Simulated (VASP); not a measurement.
# SiC (Pm) in VASP: notebook

Runs on SiC. Level: PBE. Tasks: single point, relaxation of cell and atoms.

Everything below comes from runs of VASP 6.6.1. Logs are shortened: lines on timing, memory, paths and dates and some standing lists are left out, and cuts for length are marked.

**1. The cell of the first run**

It takes space group Pm (No. 6, monoclinic). Conventional cell: a = 4.909 Å, b = 2.757 Å, c = 5.005 Å, α = 90.00°, β = 109.47°, γ = 90.00°. Within 3.1 Å of Si (site symmetry m) lie 6 C at 2.00 to 3.10 Å and 8 Si at 2.76 to 3.06 Å. Si (site symmetry m) has 1 C at 1.94 Å and 1 Si at 2.29 Å within 2.6 Å. Within 2.4 Å of Si (site symmetry m) lie 3 C at 1.80 to 1.86 Å and 1 Si at 2.29 Å. C (site symmetry m) has 2 C at 1.61 Å and 2 Si at 1.86 to 1.94 Å within 2.1 Å. Within 2.0 Å of C (site symmetry m) lie 3 C at 1.52 to 1.61 Å. C (site symmetry m) has 1 C at 1.52 Å and 3 Si at 1.80 to 2.00 Å within 2.1 Å.

The cell was built from a structure type or drawn by symmetry, and may not be a known phase.

**2. Single point, PBE**

INCAR reads:

```
SYSTEM = SiC
ALGO = Normal
EDIFF = 1E-6
ENCUT = 520
GGA = PE
ISIF = 2
ISMEAR = 0
LASPH = .TRUE.
LCHARG = .TRUE.
LELF = .TRUE.
LREAL = .FALSE.
LVHAR = .TRUE.
LWAVE = .FALSE.
NBANDS = 21
NELM = 100
PREC = Accurate
SIGMA = 0.1
```

KPOINTS reads:

```
k-points
0
G
  4 6 4
  0 0 0
```

POSCAR reads:

```
SiC
1.0
    4.9862470600      0.0000000000     -0.4304041598
    0.0000000000      2.7565936026      0.0000000000
   -2.9577147669      0.0000000000      4.9009254386
Si C
3 3
Direct
    0.7524054822      0.0000000000      0.7505536570
    0.2208415191      0.5000000000      0.2597557945
    0.5455345414      0.5000000000      0.0987846515
    0.9804149813      0.5000000000      0.4295056754
    0.0676175676      0.0000000000      0.6072958654
    0.4331859084      0.0000000000      0.8541043561
```

Potentials or basis: VASP PAW PBE potentials, release 64 (Si, C).

Run with:

```console
$ cat potpaw_PBE.64/Si/POTCAR potpaw_PBE.64/C/POTCAR > POTCAR
$ mpirun -np 1 vasp_std > vasp.out
```

OUTCAR:

```text
SYSTEM = SiC
   EDIFF = 1E-6
   ENCUT = 520
   GGA = PE
   ISIF = 2
   ISMEAR = 0
   LASPH = .TRUE.
   LREAL = .FALSE.
   NELM = 100
   PREC = Accurate

 ion  position               nearest neighbor table
   1  0.752  0.000  0.751-   6 2.00   5 2.16   2 2.80   2 2.80   2 2.84   2 2.84   3 3.06   3 3.06

   2  0.221  0.500  0.260-   4 1.94   3 2.29   1 2.80   1 2.80   1 2.84   1 2.84   3 2.93
   3  0.546  0.500  0.099-   6 1.80   6 1.80   4 1.86   2 2.29   2 2.93   1 3.06   1 3.06
   4  0.980  0.500  0.430-   5 1.61   5 1.61   3 1.86   2 1.94
   5  0.068  0.000  0.607-   6 1.52   4 1.61   4 1.61   1 2.16
   6  0.433  0.000  0.854-   5 1.52   3 1.80   3 1.80   1 2.00

  LATTYP: Found a simple monoclinic cell.
 ALAT       =     4.9092263920
 B/A-ratio  =     0.5615128296
 C/A-ratio  =     1.0194658090
 COS(beta)  =    -0.3333639553

  Lattice vectors:

 A1 = (   2.0285322931,   0.0000000000,   4.4705212788)
 A2 = (   0.0000000000,   2.7565936026,   0.0000000000)
 A3 = (  -4.9862470600,   0.0000000000,   0.4304041598)

Analysis of symmetry for initial positions (statically):
=====================================================================
 Subroutine PRICEL returns:
 Original cell was already a primitive cell.

 Routine SETGRP: Setting up the symmetry group for a
 simple monoclinic supercell.

 Subroutine GETGRP returns: Found  2 space group operations
 (whereof  2 operations were pure point group operations)
 out of a pool of  4 trial point group operations.

The static configuration has the point symmetry C_1h.

Analysis of symmetry for dynamics (positions and initial velocities):
=====================================================================
 Subroutine PRICEL returns:
 Original cell was already a primitive cell.

 Routine SETGRP: Setting up the symmetry group for a
 simple monoclinic supercell.

 Subroutine GETGRP returns: Found  2 space group operations
 (whereof  2 operations were pure point group operations)
 out of a pool of  4 trial point group operations.

The dynamic configuration has the point symmetry C_1h.

 Subroutine INISYM returns: Found  2 space group operations
 (whereof  2 operations are pure point group operations),
 and found     1 'primitive' translations

----------------------------------------------------------------------------------------

                                     Primitive cell

  volume of cell :      63.8543

  direct lattice vectors                    reciprocal lattice vectors
     4.986247060  0.000000000 -0.430404160     0.211573153  0.000000000  0.127684668
     0.000000000  2.756593603  0.000000000     0.000000000  0.362766568  0.000000000
    -2.957714767  0.000000000  4.900925439     0.018580565  0.000000000  0.215256491

  length of vectors
     5.004788455  2.756593603  5.724259498     0.247116518  0.362766568  0.216056924

  position of ions in fractional coordinates (direct lattice)
     0.752405482  0.000000000  0.750553657
     0.220841519  0.500000000  0.259755795
     0.545534541  0.500000000  0.098784651
     0.980414981  0.500000000  0.429505675
     0.067617568  0.000000000  0.607295865
     0.433185908  0.000000000  0.854104356

  ion indices of the primitive-cell ions
   primitive index   ion index
                 1           1
                 2           2
                 3           3
                 4           4
                 5           5
                 6           6

----------------------------------------------------------------------------------------

 KPOINTS: k-points

Automatic generation of k-mesh.
 Grid dimensions read from file:
 generate k-points for:    4    6    4

 Generating k-lattice:

  Cartesian coordinates                     Fractional coordinates (reciprocal lattice)
     0.052893288  0.000000000  0.031921167     0.250000000  0.000000000  0.000000000
     0.000000000  0.060461095  0.000000000     0.000000000  0.166666667  0.000000000
     0.004645141  0.000000000  0.053814123     0.000000000  0.000000000  0.250000000

  Length of vectors
     0.061779130  0.060461095  0.054014231

  Shift w.r.t. Gamma in fractional coordinates (k-lattice)
     0.000000000  0.000000000  0.000000000

 Subroutine IBZKPT returns following result:
 ===========================================

 Found     40 irreducible k-points:

 Following reciprocal coordinates:
            Coordinates               Weight
  0.000000  0.000000  0.000000      1.000000
  0.250000  0.000000 -0.000000      2.000000
  0.500000  0.000000 -0.000000      1.000000
  0.000000  0.166667  0.000000      2.000000
  0.250000  0.166667 -0.000000      4.000000
  0.500000  0.166667 -0.000000      2.000000
[... 16 lines left out ...]
  0.500000  0.333333  0.250000      4.000000
 -0.250000  0.333333  0.250000      4.000000
 [... further k-points ...]
   k-points           NKPTS =     40   k-points in BZ     NKDIM =     40   number of bands    NBANDS=     21
   number of dos      NEDOS =    301   number of ions     NIONS =      6
   total plane-waves  NPLWV =  46080
   dimension x,y,z NGX =    40 NGY =   24 NGZ =   48
   dimension x,y,z NGXF=    80 NGYF=   48 NGZF=   96
   ions per type =               3   3
   NGX,Y,Z   is equivalent  to a cutoff of  13.29, 14.47, 13.94 a.u.
   NGXF,Y,Z  is equivalent  to a cutoff of  26.57, 28.95, 27.88 a.u.
 SYSTEM =  SiC
   PREC   = accura    normal or accurate (medium, high low for compatibility)
   ISTART =      0    job   : 0-new  1-cont  2-samecut
   ICHARG =      2    charge: 1-file 2-atom 10-const
   ISPIN  =      1    spin polarized calculation?
   LNONCOLLINEAR =      F non collinear calculations
   LSORBIT =      F    spin-orbit coupling
   LASPH  =      T    aspherical Exc in radial PAW
   ENCUT  =  520.0 eV  38.22 Ry    6.18 a.u.   9.31  5.13 10.64*2*pi/ulx,y,z
   NELM   =    100;   NELMIN=  2; NELMDL= -5     # of ELM steps
   EDIFF  = 0.1E-05   stopping-criterion for ELM
   LREAL  =      F    real-space projection
   EDIFFG = 0.1E-04   stopping-criterion for IOM
   NSW    =      0    number of steps for IOM
   IBRION =     -1    ionic relax: 0-MD 1-quasi-New 2-CG
   NFREE  =      0    steps in history (QN), initial steepest desc. (CG)
   ISIF   =      2    stress and relaxation
   ISYM   =      2    0-nonsym 1-usesym 2-fastsym
   POTIM  = 0.5000    time-step for ionic-motion
   TEBEG  =    0.0;   TEEND  =   0.0 temperature during run
   PSTRESS=    0.0 pullay stress
   NELECT =      24.0000    total number of electrons
   NUPDOWN=      -1.0000    fix difference up-down
   EMIN   =  10.00;   EMAX   =-10.00  energy-range for DOS
   EFERMI =   0.00;   METHOD = LEGACY
   ISMEAR =     0;   SIGMA  =   0.10  broadening in eV -4-tet -1-fermi 0-gaus
   EFERMI_NEDOS =   21; number of points for ismear=-14 and -15
   IALGO  =     38    algorithm
   IMIX   =      4    mixing-type and parameters
     AMIX     =   0.40;   BMIX     =  1.00
     AMIX_MAG =   1.60;   BMIX_MAG =  1.00
  volume/ion in A,a.u.               =      10.64        71.82
  Fermi-wavevector in a.u.,A,eV,Ry     =   1.181449  2.232616 18.991323  1.395823
  Thomas-Fermi vector in A             =   2.317723
   LORBIT       =      0    0 simple, 1 ext, 2 COOP (PROOUT), +10 PAW based schemes
   GGA     = PE    functional components
   LHFCALC =     F    Hartree Fock is set to
   AEXX    =    0.0000 exact exchange contribution
   IVDW    =     0    specifies the selected vdW correction
   LEPSILON=     F    determine dielectric tensor
   LRPA    =     F    only Hartree local field effects (RPA)
 non-spin polarized calculation
 Gauss-broadening in eV      SIGMA  =   0.10
  energy-cutoff  :      520.00
  volume of cell :       63.85
 maximum number of plane-waves:      1740
 NGX is ok and might be reduce to    40
   NGX = 19   NGY = 11   NGZ = 21

 number of electron      24.0000000 magnetization

 Free energy of the ion-electron system (eV)
  ---------------------------------------------------
  ext. energy  EPLUGINS =         0.00000000
  ---------------------------------------------------
  free energy    TOTEN  =       -40.78477634 eV

  energy without entropy =      -40.77888816  energy(sigma->0) =      -40.78183225

 E-fermi :   9.2374     XC(G=0): -11.4200

 val. band max:        9.1674261370   @ k =  -0.2500   0.5000   0.2500
 cond. band min:       9.2891973487   @ k =   0.5000   0.5000   0.2500
 fundamental gap:      0.1217712117
 Fermi energy:         9.2373518028

 k-point     1 :       0.0000    0.0000    0.0000
  band No.  band energies     occupation
      1      -8.6282      2.00000
      2      -3.9199      2.00000
      3      -2.4272      2.00000
      4      -0.4546      2.00000
      5      -0.0983      2.00000
      6       1.4944      2.00000
[... 13 lines left out ...]
     20      16.9219      0.00000
     21      17.8968      0.00000

 k-point     2 :       0.2500    0.0000   -0.0000
  band No.  band energies     occupation
      1      -8.3458      2.00000
      2      -5.0750      2.00000
      3      -1.9136      2.00000
      4      -0.6745      2.00000
      5       0.0851      2.00000
      6       1.9359      2.00000
[... 13 lines left out ...]
     20      17.0556      0.00000
     21      17.4977      0.00000

 k-point     3 :       0.5000    0.0000   -0.0000
  band No.  band energies     occupation
      1      -7.9401      2.00000
      2      -5.9166      2.00000
      3      -1.9473      2.00000
      4      -1.5855      2.00000
      5       1.9552      2.00000
      6       3.0524      2.00000
[... 13 lines left out ...]
     20      15.7229      0.00000
     21      17.7815      0.00000
[... 457 lines left out ...]
 k-point    23 :       0.5000    0.3333    0.2500
  band No.  band energies     occupation
      1      -6.5996      2.00000
      2      -3.7542      2.00000
      3      -1.5585      2.00000
      4      -0.8135      2.00000
      5       1.5249      2.00000
      6       2.0741      2.00000
[... 13 lines left out ...]
     20      16.2611      0.00000
     21      17.6167      0.00000

 k-point    24 :      -0.2500    0.3333    0.2500
  band No.  band energies     occupation
      1      -6.8693      2.00000
      2      -3.0560      2.00000
      3      -1.7202      2.00000
      4      -0.5502      2.00000
      5       0.8102      2.00000
      6       2.9549      2.00000
[... 13 lines left out ...]
     20      16.7614      0.00000
     21      17.4287      0.00000

 [... further k-points ...]
[... 5 lines left out ...]
  --------------------------------------------------------------------------------------
  -------------------------------------------------------------------------------------
  Total       -0.0118293      0.0131408      0.0746141      0.0000000      0.0000000     -0.0154514
  in kB       -0.2968117      0.3297186      1.8721521      0.0000000      0.0000000     -0.3876930
  external PRESSURE =       0.6350197 kB  Pullay stress =       0.0000000 kB

 VOLUME and BASIS-vectors are now :
 -----------------------------------------------------------------------------
  energy-cutoff  :      520.00
  volume of cell :       63.85
      direct lattice vectors                 reciprocal lattice vectors
     4.986247060  0.000000000 -0.430404160     0.211573153  0.000000000  0.127684668
     0.000000000  2.756593603  0.000000000     0.000000000  0.362766568  0.000000000
    -2.957714767  0.000000000  4.900925439     0.018580565  0.000000000  0.215256491

 POSITION                                       TOTAL-FORCE (eV/Angst)
 -----------------------------------------------------------------------------------
      1.53176      0.00000      3.35457         0.005966      0.000000     -0.002103
      0.33289      1.37830      1.17799         0.001526      0.000000     -0.007770
      2.42799      1.37830      0.24934         0.001798      0.000000     -0.002333
      3.61824      1.37830      1.68300        -0.001893      0.000000     -0.005376
     -1.45905      0.00000      2.94721        -0.017502      0.000000     -0.009652
     -0.36623      0.00000      3.99946         0.010104      0.000000      0.027234
 -----------------------------------------------------------------------------------
    total drift:                                0.000064      0.000000      0.000140

  FREE ENERGIE OF THE ION-ELECTRON SYSTEM (eV)
  ---------------------------------------------------
  free  energy   TOTEN  =       -40.7847763413 eV

  energy  without entropy=      -40.7788881559  energy(sigma->0) =      -40.78183225
```

Wall time 61 s (1 thread of AMD EPYC 7R43 (Zen 3), shared host); peak memory 0.18 GiB.

What came out:

* Free energy: -40.7848 eV
* Pressure: 0.1 GPa
* Largest force: 0.029 eV/Å
* Band gap on the k mesh: zero (bands 12 and 13 overlap by 3.00 eV)

Forces on the atoms (eV/Å):
```
Si   0.006  0.000 -0.002
Si   0.002  0.000 -0.008
Si   0.002  0.000 -0.002
C   -0.002  0.000 -0.005
C   -0.018  0.000 -0.010
C    0.010  0.000  0.027
```

Caveat: the k points lie up to 0.38 Å⁻¹ apart, too coarse for converged energies and pressures of a metal.

**3. Relaxation of cell and atoms, PBE**

This run uses another cell than the first one, of 10.09 Å³/atom.

INCAR reads:

```
SYSTEM = SiC
ALGO = Normal
EDIFF = 1E-6
EDIFFG = -0.04
ENCUT = 600
GGA = PE
IBRION = 2
ISIF = 3
ISMEAR = 0
LASPH = .TRUE.
LCHARG = .FALSE.
LREAL = .FALSE.
LWAVE = .FALSE.
NELM = 60
NSW = 90
PREC = Accurate
SIGMA = 0.1
```

KPOINTS is that of step 2.

POSCAR reads:

```
SiC
1.0
    4.3175447600      0.0000000000      0.0000000000
    0.0000000000      3.0095481300      0.0000000000
   -2.1587723800      0.0000000000      4.6604880900
Si C
3 3
Direct
    0.5973119900      0.0000000000      0.6076862200
    0.4026880100      0.5000000000      0.3923137800
    0.5569061200      0.5000000000      0.1138122400
    0.9896257700      0.5000000000      0.3923137800
    0.0103742300      0.0000000000      0.6076862200
    0.4430938800      0.0000000000      0.8861877600
```

Potentials or basis: VASP PAW PBE potentials, release 64 (Si, C).

Run with:

```console
$ cat potpaw_PBE.64/Si/POTCAR potpaw_PBE.64/C/POTCAR > POTCAR
$ mpirun -np 1 vasp_std > vasp.out
```

Run time: 15 min. Hardware: 1 thread of AMD EPYC 7R43 (Zen 3), shared host; peak memory 0.16 GiB.

It converged, with:

```yaml
Free_energy: -40.7867 eV
Relaxed_volume: 10.64 Å³/atom
Relaxed_cell: a = 4.999 Å, b = 2.756 Å, c = 5.725 Å, α = 90.00°, β = 126.00°, γ = 90.00°
Space_group_after_relaxing_to_0.1_Å: Pm (No. 6)
Energy_gained_by_relaxing: 1503.2 meV/atom
Ionic_steps: 39
Pressure_after_relaxing: 0.0 GPa
Largest_force_after_relaxing: 0.021 eV/Å
Band_gap_on_the_k_mesh: zero (bands 12 and 13 overlap by 2.97 eV)
```

Forces on the atoms (eV/Å):
```
Si   0.008  0.000  0.007
Si  -0.021  0.000 -0.001
Si   0.008  0.000 -0.009
C   -0.003  0.000  0.001
C    0.000  0.000  0.006
C    0.008  0.000 -0.004
```

Stress tensor (GPa, compression positive):
```
 0.05  0.00 -0.13
 0.00 -0.06  0.00
-0.13  0.00 -0.02
```

The path:
```tsv
step	energy change (eV)	largest force (eV/Å)	pressure (GPa)	volume (Å³)
1	0.0000	13.8828	76.90	60.56
2	0.3108	9.0840	-13.45	112.98
3	-1.2382	8.6846	-14.71	102.97
4	-2.7939	8.4868	-15.37	94.42
5	-6.0391	6.5039	-2.84	76.31
6	-5.8694	4.8000	20.37	68.15
7	-6.2206	5.7542	3.60	73.31
8	-6.2347	5.5183	5.77	72.47
9	-6.8113	3.1672	-17.38	80.72
10	-7.2309	1.9962	-11.01	76.81
11	-8.0843	2.2983	-5.12	71.61
12	-8.1548	2.6121	-1.94	69.90
13	-8.6339	1.5228	0.75	66.42
14	-8.6432	1.8202	1.55	65.93
15	-8.8694	0.6643	-0.19	65.32
16	-8.8755	0.7115	-0.28	65.21
17	-8.9337	0.5231	-0.56	64.88
18	-8.9423	0.5077	-0.45	64.68
19	-8.9759	0.4067	0.26	64.21
20	-8.9794	0.5867	0.68	64.02
21	-8.9991	0.3798	-0.09	64.04
22	-8.9994	0.3409	-0.03	64.04
23	-9.0043	0.1459	-0.12	64.03
24	-9.0043	0.1481	-0.12	64.03
25	-9.0069	0.1647	0.05	63.96
26	-9.0074	0.1953	0.16	63.92
27	-9.0098	0.1389	0.04	63.93
28	-9.0132	0.1846	-0.30	63.96
29	-9.0154	0.1336	-0.12	63.89
30	-9.0161	0.1336	0.05	63.82
31	-9.0175	0.0650	0.15	63.78
32	-9.0177	0.0770	0.20	63.75
33	-9.0182	0.0567	0.00	63.81
34	-9.0183	0.0689	-0.14	63.85
35	-9.0187	0.0609	-0.08	63.84
36	-9.0187	0.0597	-0.06	63.84
37	-9.0190	0.0436	0.05	63.81
38	-9.0190	0.0469	0.08	63.80
39	-9.0191	0.0208	-0.01	63.82
```

Final structure:
```
Si C
1.0
     4.98206    0.00000   -0.41331
     0.00000    2.75646    0.00000
    -2.97069    0.00000    4.89385
Si C
3 3
Direct
  0.75175 0.00000 0.74978
  0.22217 0.50000 0.26080
  0.54561 0.50000 0.09864
  0.98039 0.50000 0.42946
  0.06706 0.00000 0.60716
  0.43301 0.00000 0.85416
```

Levels at points of the mesh, in eV from the Fermi level:
| k point | band 9 | band 10 | band 11 | band 12 | band 13 | band 14 | band 15 | band 16 |
| --- | --- | --- | --- | --- | --- | --- | --- | --- |
| (0.00, 0.00, 0.00) | -2.31 | -1.93 | -0.71 | 0.54 | 2.90 | 3.56 | 4.72 | 5.43 |
| (0.50, 0.00, 0.00) | -3.89 | -1.20 | -0.85 | 0.56 | 2.55 | 2.65 | 3.27 | 4.71 |
| (0.50, 0.00, 0.50) | -3.35 | -2.32 | -1.85 | -0.71 | 0.41 | 3.55 | 4.40 | 4.81 |
| (0.00, 0.50, 0.00) | -5.50 | -4.97 | -3.39 | -2.53 | -0.67 | -0.53 | 3.94 | 4.59 |
| (0.50, 0.50, 0.00) | -5.13 | -3.64 | -2.20 | -1.86 | -0.22 | 1.85 | 2.48 | 3.85 |
| (0.50, 0.50, 0.50) | -2.95 | -2.66 | -2.46 | -1.19 | 0.08 | 0.46 | 1.30 | 3.01 |
| (0.00, 0.00, 0.50) | -4.96 | -1.22 | -0.91 | -0.27 | 3.64 | 3.88 | 4.21 | 5.25 |
| (0.00, 0.50, 0.50) | -4.96 | -3.90 | -3.44 | -2.94 | 0.47 | 1.15 | 2.80 | 3.81 |

Caveat: the k points lie up to 0.38 Å⁻¹ apart in the final cell, too coarse for converged energies and pressures of a metal; a cell axis changed by over 15 % at a fixed basis, so the end point is rough.
